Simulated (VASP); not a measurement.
# BiSb3O2 (P4/mmm) in VASP: notebook

Runs on BiSb3O2. Level: PBE. Tasks: single point, relaxation of cell and atoms.

Everything below comes from runs of VASP 6.6.1. Logs are shortened: lines on timing, memory, paths and dates and some standing lists are left out, and cuts for length are marked.

## (1) The cell of the first run

It takes space group P4/mmm (No. 123, tetragonal). Conventional cell: a = 3.154 Å, b = 3.154 Å, c = 12.282 Å, α = 90.00°, β = 90.00°, γ = 90.00°. Sb (site symmetry 4mm) has 4 O at 3.14 Å and 8 Sb at 3.15 to 3.44 Å and 1 Bi at 3.52 Å within 4.1 Å. Within 4.2 Å of Sb (site symmetry 4/mmm) lie 12 Sb at 3.15 to 3.44 Å. Within 3.6 Å of Bi (site symmetry 4/mmm) lie 8 O at 2.59 Å and 4 Bi at 3.15 Å and 2 Sb at 3.52 Å. Within 3.4 Å of O (site symmetry 4mm) lie 4 Bi at 2.59 Å and 5 O at 2.63 to 3.15 Å and 4 Sb at 3.14 Å.

The cell was built from a structure type or drawn by symmetry, and may not be a known phase.

## (2) Single point, PBE

INCAR

```
PREC     = Accurate       # precision mode
ENCUT    = 520            # plane-wave cutoff, eV
EDIFF    = 1E-6           # SCF threshold, eV
ISMEAR   = 0              # smearing method
SIGMA    = 0.1            # smearing width, eV
LREAL    = False          # projectors in reciprocal space
LASPH    = True           # aspherical terms in the spheres
NELM     = 60             # most SCF steps
ALGO     = Normal         # electronic algorithm
ISIF     = 2              # what is computed and relaxed
LWAVE    = False          # write WAVECAR
LCHARG   = False          # write CHGCAR
GGA      = PE             # functional
NBANDS   = 30             # bands
```

KPOINTS

```
Automatic mesh
0
Gamma
  6 6 2
```

POSCAR

```
BiSb3O2
1.0
    3.1540823872      0.0000000000      0.0000000000
    0.0000000000      3.1540823872      0.0000000000
    0.0000000000      0.0000000000     12.2816129932
Sb Bi O
3 1 2
Direct
    0.0000000000      0.0000000000      0.7130087276
    0.0000000000      0.0000000000      0.2869912724
    0.5000000000      0.5000000000      0.5000000000
    0.0000000000      0.0000000000      0.0000000000
    0.5000000000      0.5000000000      0.8928435413
    0.5000000000      0.5000000000      0.1071564587
```

Potentials or basis: VASP PAW PBE potentials, release 64 (Sb, Bi_d, O).

Command:

```console
$ cat potpaw_PBE.64/Sb/POTCAR potpaw_PBE.64/Bi_d/POTCAR potpaw_PBE.64/O/POTCAR > POTCAR
$ mpirun -np 1 vasp_std > vasp.out
```

OUTCAR:

```text
PREC = Accurate
   ENCUT = 520
   EDIFF = 1E-6
   ISMEAR = 0
   LREAL = False
   LASPH = True
   NELM = 60
   ISIF = 2
   GGA = PE

 ion  position               nearest neighbor table
   1  0.000  0.000  0.713-   3 3.44   3 3.44   3 3.44   3 3.44   4 3.52
   2  0.000  0.000  0.287-   3 3.44   3 3.44   3 3.44   3 3.44   4 3.52
   3  0.500  0.500  0.500-   1 3.44   2 3.44   1 3.44   2 3.44   1 3.44   2 3.44   1 3.44   2 3.44

   4  0.000  0.000  0.000-   5 2.59   6 2.59   5 2.59   6 2.59   5 2.59   6 2.59   5 2.59   6 2.59
                             1 3.52   2 3.52
   5  0.500  0.500  0.893-   4 2.59   4 2.59   4 2.59   4 2.59
   6  0.500  0.500  0.107-   4 2.59   4 2.59   4 2.59   4 2.59

  LATTYP: Found a simple tetragonal cell.
 ALAT       =     3.1540823872
 C/A-ratio  =     3.8938783093

  Lattice vectors:

 A1 = (   3.1540823872,   0.0000000000,   0.0000000000)
 A2 = (   0.0000000000,   3.1540823872,   0.0000000000)
 A3 = (   0.0000000000,   0.0000000000,  12.2816129932)

Analysis of symmetry for initial positions (statically):
=====================================================================
 Subroutine PRICEL returns:
 Original cell was already a primitive cell.

 Routine SETGRP: Setting up the symmetry group for a
 simple tetragonal supercell.

 Subroutine GETGRP returns: Found 16 space group operations
 (whereof 16 operations were pure point group operations)
 out of a pool of 16 trial point group operations.

The static configuration has the point symmetry D_4h.

Analysis of symmetry for dynamics (positions and initial velocities):
=====================================================================
 Subroutine PRICEL returns:
 Original cell was already a primitive cell.

 Routine SETGRP: Setting up the symmetry group for a
 simple tetragonal supercell.

 Subroutine GETGRP returns: Found 16 space group operations
 (whereof 16 operations were pure point group operations)
 out of a pool of 16 trial point group operations.

The dynamic configuration has the point symmetry D_4h.

 Subroutine INISYM returns: Found 16 space group operations
 (whereof 16 operations are pure point group operations),
 and found     1 'primitive' translations

----------------------------------------------------------------------------------------

                                     Primitive cell

[... 94 lines left out ...]
   LREAL  =      F    real-space projection
   EDIFFG = 0.1E-04   stopping-criterion for IOM
   NSW    =      0    number of steps for IOM
   IBRION =     -1    ionic relax: 0-MD 1-quasi-New 2-CG
   NFREE  =      0    steps in history (QN), initial steepest desc. (CG)
   ISIF   =      2    stress and relaxation
   ISYM   =      2    0-nonsym 1-usesym 2-fastsym
   POTIM  = 0.5000    time-step for ionic-motion
   TEBEG  =    0.0;   TEEND  =   0.0 temperature during run
   PSTRESS=    0.0 pullay stress
   NELECT =      42.0000    total number of electrons
   NUPDOWN=      -1.0000    fix difference up-down
   EMIN   =  10.00;   EMAX   =-10.00  energy-range for DOS
   EFERMI =   0.00;   METHOD = LEGACY
   ISMEAR =     0;   SIGMA  =   0.10  broadening in eV -4-tet -1-fermi 0-gaus
   EFERMI_NEDOS =   21; number of points for ismear=-14 and -15
   IALGO  =     38    algorithm
   IMIX   =      4    mixing-type and parameters
     AMIX     =   0.40;   BMIX     =  1.00
     AMIX_MAG =   1.60;   BMIX_MAG =  1.00
  volume/ion in A,a.u.               =      20.36       137.42
  Fermi-wavevector in a.u.,A,eV,Ry     =   1.146808  2.167153 17.893960  1.315169
  Thomas-Fermi vector in A             =   2.283491
   LORBIT       =      0    0 simple, 1 ext, 2 COOP (PROOUT), +10 PAW based schemes
   GGA     = PE    functional components
   LHFCALC =     F    Hartree Fock is set to
   AEXX    =    0.0000 exact exchange contribution
   IVDW    =     0    specifies the selected vdW correction
   LEPSILON=     F    determine dielectric tensor
   LRPA    =     F    only Hartree local field effects (RPA)
 non-spin polarized calculation
 Gauss-broadening in eV      SIGMA  =   0.10
  energy-cutoff  :      520.00
  volume of cell :      122.18
 maximum number of plane-waves:      3328
 NGX is ok and might be reduce to    24
   NGX = 11   NGY = 11   NGZ = 45

 number of electron      41.9999994 magnetization

 Free energy of the ion-electron system (eV)
  ---------------------------------------------------
  ext. energy  EPLUGINS =         0.00000000
  ---------------------------------------------------
  free energy    TOTEN  =       -26.72157591 eV

  energy without entropy =      -26.70823285  energy(sigma->0) =      -26.71490438

 E-fermi :   7.7745     XC(G=0): -10.5696

 val. band max:        7.7705147471   @ k =   0.1667   0.1667   0.5000
 cond. band min:       7.8110438972   @ k =   0.3333   0.3333   0.5000
 fundamental gap:      0.0405291501
 Fermi energy:         7.7745052848

 k-point     1 :       0.0000    0.0000    0.0000
  band No.  band energies     occupation
      1     -15.5556      2.00000
      2     -15.3699      2.00000
      3     -15.1366      2.00000
      4     -15.1366      2.00000
      5     -15.0667      2.00000
      6     -10.3223      2.00000
[... 649 lines left out ...]
     29      10.4544      0.00000
     30      12.3453      0.00000

------------------------ aborting loop because EDIFF is reached ----------------------------------------

  FORCE on cell =-STRESS in cart. coord.  units (eV):
  Direction    XX          YY          ZZ          XY          YZ          ZX
  --------------------------------------------------------------------------------------
  -------------------------------------------------------------------------------------
  Total       -0.2695741     -0.2695741     -0.2878258      0.0000000      0.0000000     -0.0000000
  in kB       -3.5349832     -3.5349832     -3.7743215      0.0000000      0.0000000     -0.0000000
  external PRESSURE =      -3.6147626 kB  Pullay stress =       0.0000000 kB

 VOLUME and BASIS-vectors are now :
 -----------------------------------------------------------------------------
  energy-cutoff  :      520.00
  volume of cell :      122.18
      direct lattice vectors                 reciprocal lattice vectors
     3.154082387  0.000000000  0.000000000     0.317049423  0.000000000  0.000000000
     0.000000000  3.154082387  0.000000000     0.000000000  0.317049423  0.000000000
     0.000000000  0.000000000 12.281612993     0.000000000  0.000000000  0.081422530

 POSITION                                       TOTAL-FORCE (eV/Angst)
 -----------------------------------------------------------------------------------
      0.00000      0.00000      8.75690         0.000000      0.000000      0.009756
      0.00000      0.00000      3.52472         0.000000      0.000000     -0.009756
      1.57704      1.57704      6.14081         0.000000      0.000000      0.000000
      0.00000      0.00000      0.00000         0.000000      0.000000      0.000000
      1.57704      1.57704     10.96556        -0.000000     -0.000000      0.014417
      1.57704      1.57704      1.31605        -0.000000      0.000000     -0.014417
 -----------------------------------------------------------------------------------
    total drift:                                0.000000     -0.000000      0.000000

  FREE ENERGIE OF THE ION-ELECTRON SYSTEM (eV)
  ---------------------------------------------------
  free  energy   TOTEN  =       -26.7215759084 eV

  energy  without entropy=      -26.7082328458  energy(sigma->0) =      -26.71490438
```

OSZICAR:

```text
N       E                     dE             d eps       ncg     rms          rms(c)
DAV:   1     0.381877647318E+03    0.38188E+03   -0.18060E+04  1200   0.133E+03
DAV:   2     0.136084090189E+02   -0.36827E+03   -0.35382E+03  1384   0.346E+02
DAV:   3    -0.301197410505E+02   -0.43728E+02   -0.42427E+02  1498   0.123E+02
DAV:   4    -0.316520037608E+02   -0.15323E+01   -0.15215E+01  1344   0.267E+01
DAV:   5    -0.317007146369E+02   -0.48711E-01   -0.48695E-01  1642   0.476E+00    0.130E+01
DAV:   6    -0.282556699603E+02    0.34450E+01   -0.30485E+01  1670   0.393E+01    0.122E+01
DAV:   7    -0.269424722545E+02    0.13132E+01   -0.20653E+01  1544   0.145E+01    0.271E+00
DAV:   8    -0.268204168968E+02    0.12206E+00   -0.12190E+00  1314   0.482E+00    0.188E+00
DAV:   9    -0.267875130884E+02    0.32904E-01   -0.96663E-01  1624   0.423E+00    0.220E+00
DAV:  10    -0.267216974038E+02    0.65816E-01   -0.23777E-01  1508   0.223E+00    0.616E-01
DAV:  11    -0.267217171771E+02   -0.19773E-04   -0.25094E-02  1376   0.715E-01    0.328E-01
DAV:  12    -0.267221929861E+02   -0.47581E-03   -0.15036E-03  1606   0.252E-01    0.241E-01
DAV:  13    -0.267215704863E+02    0.62250E-03   -0.24058E-03  1322   0.287E-01    0.543E-02
DAV:  14    -0.267215763922E+02   -0.59059E-05   -0.17469E-04  1438   0.681E-02    0.385E-02
DAV:  15    -0.267215759084E+02    0.48383E-06   -0.60494E-06  1402   0.125E-02
   1 F= -.26721576E+02 E0= -.26714904E+02  d E =-.133431E-01
```

stdout:

```text
POSCAR found type information on POSCAR SbBiO
 POSCAR found :  3 types and       6 ions
 scaLAPACK will be used
 LDA part: xc-table for (Slater+PW92), standard interpolation
 POSCAR, INCAR and KPOINTS ok, starting setup
 FFT: planning ... GRIDC
 FFT: planning ... GRID_SOFT
 FFT: planning ... GRID
 WAVECAR not read
 entering main loop
```

Wall time 76 s (1 thread of Oxide Virtual Turin-like, shared host); peak memory 0.22 GiB.

What came out:

```
Free energy            : -26.7216 eV
Pressure               : -0.4 GPa
Largest force          : 0.014 eV/Å
Band gap on the k mesh : zero (bands 21 and 22 overlap by 3.67 eV)
```

Forces in eV/Å, atoms in the order of the input:
```
Sb   0.000  0.000  0.010
Sb   0.000  0.000 -0.010
Sb   0.000  0.000  0.000
Bi   0.000  0.000  0.000
O    0.000  0.000  0.014
O    0.000  0.000 -0.014
```

Caveat: spin-orbit coupling is left out, which moves the levels of the heavy elements.

[end of part 1 of 2]
